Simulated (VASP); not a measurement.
# Ti9H in VASP: relaxation of the atoms with PBE

Aim: the relaxation of the atoms of Ti9H with PBE.

Everything below comes from runs of VASP 6.6.1. Logs are shortened: lines on timing, memory, paths and dates and some standing lists are left out, and cuts for length are marked.

## Step 1: The cell of the first run

The cell holds a slab with vacuum, 10 atoms: a = 4.579 Å, b = 5.384 Å, c = 20.801 Å, α = 90.00°, β = 90.00°, γ = 115.17°.

## Step 2: Relaxation of the atoms, PBE

The input, INCAR:

```
SYSTEM = Ti9H
PREC = Accurate
ENCUT = 450
EDIFF = 1E-7
ISMEAR = 0
SIGMA = 0.1
LREAL = .FALSE.
LASPH = .TRUE.
NELM = 120
ALGO = Normal
ISIF = 2
LWAVE = .FALSE.
LCHARG = .FALSE.
LDIPOL = .TRUE.
IDIPOL = 3
DIPOL = 0.5 0.5 0.336
GGA = PE
IBRION = 2
NSW = 36
EDIFFG = -0.025
GGA_COMPAT = .FALSE.
NELMIN = 4
NELMDL = -8
KPAR = 4
```

The input, KPOINTS:

```
Automatic mesh
0
G
  7 6 1
  0 0 0
```

The input, POSCAR:

```
Ti9H
1.0
    4.5793473381      0.0000000000      0.0000000000
   -2.2896736690      4.8731803173      0.0000000000
    0.0000000000      0.0000000000     20.8008028311
Ti H
9 1
Selective dynamics
Direct
    0.5259511637      0.0519023274      0.1923002700  F F F
    0.8311413964      0.6622827928      0.2107665519  F F F
    0.1363316291      0.2726632583      0.2292328340  F F F
    0.3570925601      0.7141851202      0.3030979621  F F F
    0.6640847992      0.3281368264      0.3193552711  F F F
    0.9697449144      0.9393324533      0.3378269322  F F F
    0.1905287611      0.3816414126      0.4115069858  F F F
    0.5011079414      0.0025593214      0.4254608482  F F F
    0.8026484359      0.6055378280      0.4471367238  F F F
    1.3026484359      0.6055378280      0.4798948655  F F T
```

Potentials or basis: VASP PAW PBE potentials, release 64 (Ti_sv, H).

Launch:

```sh
$ cat potpaw_PBE.64/Ti_sv/POTCAR potpaw_PBE.64/H/POTCAR > POTCAR
$ mpirun -np 4 vasp_std > vasp.out
```

OUTCAR:

```text
SYSTEM = Ti9H
   PREC = Accurate
   ENCUT = 450
   EDIFF = 1E-7
   ISMEAR = 0
   LREAL = .FALSE.
   LASPH = .TRUE.
   NELM = 120
   ISIF = 2
   GGA = PE
   IBRION = 2
   NSW = 36
   EDIFFG = -0.025
   NELMIN = 4
   NELMDL = -8

 ion  position               nearest neighbor table
   1  0.526  0.052  0.192-   3 2.64   3 2.64   4 2.83
   2  0.831  0.662  0.211-   5 2.78
   3  0.136  0.273  0.229-   1 2.64   1 2.64   4 2.64   6 2.78
   4  0.357  0.714  0.303-   6 2.64   6 2.64   3 2.64   7 2.78   1 2.83   8 2.91
   5  0.664  0.328  0.319-   8 2.72   2 2.78
   6  0.970  0.939  0.338-   4 2.64   4 2.64   7 2.64   3 2.78   9 2.80
   7  0.191  0.382  0.412-  10 1.79   9 2.64   9 2.64   6 2.64   4 2.78
   8  0.501  0.003  0.425-   5 2.72   4 2.91
   9  0.803  0.606  0.447-   7 2.64   7 2.64   6 2.80
  10  0.303  0.606  0.480-   7 1.79

  LATTYP: Found a base centered orthorhombic cell.
 ALAT       =     4.5793473381
 B/A-ratio  =     2.1283296319
 C/A-ratio  =     4.5423072974

  Lattice vectors:

 A1 = (   2.2896736690,  -4.8731803173,   0.0000000000)
 A2 = (   2.2896736691,   4.8731803173,   0.0000000000)
 A3 = (   0.0000000000,   0.0000000000,  20.8008028311)

Analysis of symmetry for initial positions (statically):
=====================================================================
 Subroutine PRICEL returns:
 Original cell was already a primitive cell.

 Routine SETGRP: Setting up the symmetry group for a
 base centered orthorhombic supercell.

 Subroutine GETGRP returns: Found  1 space group operations
 (whereof  1 operations were pure point group operations)
 out of a pool of  8 trial point group operations.

The static configuration has the point symmetry C_1 .

Analysis of symmetry for dynamics (positions and initial velocities):
=====================================================================
 Subroutine PRICEL returns:
 Original cell was already a primitive cell.

 Routine SETGRP: Setting up the symmetry group for a
 base centered orthorhombic supercell.

 Subroutine GETGRP returns: Found  1 space group operations
 (whereof  1 operations were pure point group operations)
 out of a pool of  8 trial point group operations.
[... 157 lines left out ...]
   ISYM   =      2    0-nonsym 1-usesym 2-fastsym
   POTIM  = 0.5000    time-step for ionic-motion
   TEBEG  =    0.0;   TEEND  =   0.0 temperature during run
   PSTRESS=    0.0 pullay stress
   NELECT =     109.0000    total number of electrons
   NUPDOWN=      -1.0000    fix difference up-down
   EMIN   =  10.00;   EMAX   =-10.00  energy-range for DOS
   EFERMI =   0.00;   METHOD = LEGACY
   ISMEAR =     0;   SIGMA  =   0.10  broadening in eV -4-tet -1-fermi 0-gaus
   EFERMI_NEDOS =   21; number of points for ismear=-14 and -15
   IALGO  =     38    algorithm
   IMIX   =      4    mixing-type and parameters
     AMIX     =   0.40;   BMIX     =  1.00
     AMIX_MAG =   1.60;   BMIX_MAG =  1.00
  volume/ion in A,a.u.               =      46.42       313.25
  Fermi-wavevector in a.u.,A,eV,Ry     =   1.009993  1.908610 13.879105  1.020085
  Thomas-Fermi vector in A             =   2.142955
   LORBIT       =      0    0 simple, 1 ext, 2 COOP (PROOUT), +10 PAW based schemes
   GGA     = PE    functional components
   LHFCALC =     F    Hartree Fock is set to
   AEXX    =    0.0000 exact exchange contribution
   IVDW    =     0    specifies the selected vdW correction
   LEPSILON=     F    determine dielectric tensor
   LRPA    =     F    only Hartree local field effects (RPA)
 conjugate gradient relaxation of ions
 non-spin polarized calculation
 Gauss-broadening in eV      SIGMA  =   0.10
  energy-cutoff  :      450.00
  volume of cell :      464.19
 maximum number of plane-waves:     10095
   NGX = 15   NGY = 19   NGZ = 71

 dipolmoment           0.000000      0.000000      0.006281 electrons x Angstroem

--------------------------------------- Ionic step        1  -------------------------------------------

 number of electron     108.9999998 magnetization

 Free energy of the ion-electron system (eV)
  ---------------------------------------------------
  ext. energy  EPLUGINS =         0.00000000
  ---------------------------------------------------
  free energy    TOTEN  =       -69.09873165 eV

  energy without entropy =      -69.00814783  energy(sigma->0) =      -69.05343974

------------------------ aborting loop because EDIFF is reached ----------------------------------------

  FORCE on cell =-STRESS in cart. coord.  units (eV):
  Direction    XX          YY          ZZ          XY          YZ          ZX
  --------------------------------------------------------------------------------------
  -------------------------------------------------------------------------------------
  Total       -6.9860097     -5.7335567     -0.3874366     -0.0116826      1.9835375     -0.0001779
  in kB      -24.1125757    -19.7896689     -1.3372575     -0.0403232      6.8462826     -0.0006141
  external PRESSURE =     -15.0798340 kB  Pullay stress =       0.0000000 kB
[... 75 lines left out ...]
--------------------------------------- Ionic step        3  -------------------------------------------

 number of electron     108.9999997 magnetization

 dipolmoment           0.000000      0.000000     -0.004075 electrons x Angstroem

 Free energy of the ion-electron system (eV)
  ---------------------------------------------------
  ext. energy  EPLUGINS =         0.00000000
  ---------------------------------------------------
  free energy    TOTEN  =       -69.11862709 eV

  energy without entropy =      -69.02834815  energy(sigma->0) =      -69.07348762

 E-fermi :   0.2823     XC(G=0):  -4.8982

 val. band max:        0.2806834586   @ k =   0.0000   0.0000   0.0000
 cond. band min:       0.2865321486   @ k =   0.1429   0.1667   0.0000
 fundamental gap:      0.0058486901
 Fermi energy:         0.2822975615

 k-point     1 :       0.0000    0.0000    0.0000
  band No.  band energies     occupation
      1     -56.7203      2.00000
      2     -56.6887      2.00000
      3     -56.6517      2.00000
      4     -56.5895      2.00000
      5     -56.4264      2.00000
      6     -56.3387      2.00000
[... 1485 lines left out ...]
     64       1.2295      0.00000
     65       1.4140      0.00000

------------------------ aborting loop because EDIFF is reached ----------------------------------------

 vacuum level on the upper side and lower side of the slab       (xc-potential included)        -0.094        -0.103

  FORCE on cell =-STRESS in cart. coord.  units (eV):
  Direction    XX          YY          ZZ          XY          YZ          ZX
  --------------------------------------------------------------------------------------
  -------------------------------------------------------------------------------------
  Total       -7.0663463     -6.0296502     -1.0052605     -0.0113681      1.6547452     -0.0003166
  in kB      -24.3898616    -20.8116511     -3.4697089     -0.0392375      5.7114389     -0.0010929
  external PRESSURE =     -16.2237405 kB  Pullay stress =       0.0000000 kB
[... 25 lines left out ...]
  FREE ENERGIE OF THE ION-ELECTRON SYSTEM (eV)
  ---------------------------------------------------
  free  energy   TOTEN  =       -69.1186270944 eV

  energy  without entropy=      -69.0283481527  energy(sigma->0) =      -69.07348762

 reached required accuracy - stopping structural energy minimisation

 vacuum level on the upper side and lower side of the slab         4.194         4.194
```

Run time: 13 min. Hardware: 4 MPI ranks of AMD EPYC 7R13 (Zen 3), shared host; peak memory 0.71 GiB.

Results:

```
Free energy               : -69.1186 eV
Energy gained by relaxing : 2.0 meV/atom
Ionic steps               : 3
Band gap on the k mesh    : zero (an odd number of electrons rules out a gap without spin polarisation)
```

The path:
| step | energy change (eV) | largest force on free atoms (eV/Å) | pressure (GPa) |
| --- | --- | --- | --- |
| 1 | 0.0000 | 0.4544 | -1.51 |
| 2 | -0.0087 | 0.3374 | -1.54 |
| 3 | -0.0199 | 0.0244 | -1.62 |

Final structure:
```
CELL_PARAMETERS angstrom
4.57935 0.00000 0.00000
-2.28967 4.87318 0.00000
0.00000 0.00000 20.80080
ATOMIC_POSITIONS crystal
Ti 0.52595 0.05190 0.19230
Ti 0.83114 0.66228 0.21077
Ti 0.13633 0.27266 0.22923
Ti 0.35709 0.71419 0.30310
Ti 0.66408 0.32814 0.31936
Ti 0.96974 0.93933 0.33783
Ti 0.19053 0.38164 0.41151
Ti 0.50111 0.00256 0.42546
Ti 0.80265 0.60554 0.44714
H 0.30265 0.60554 0.48399
```
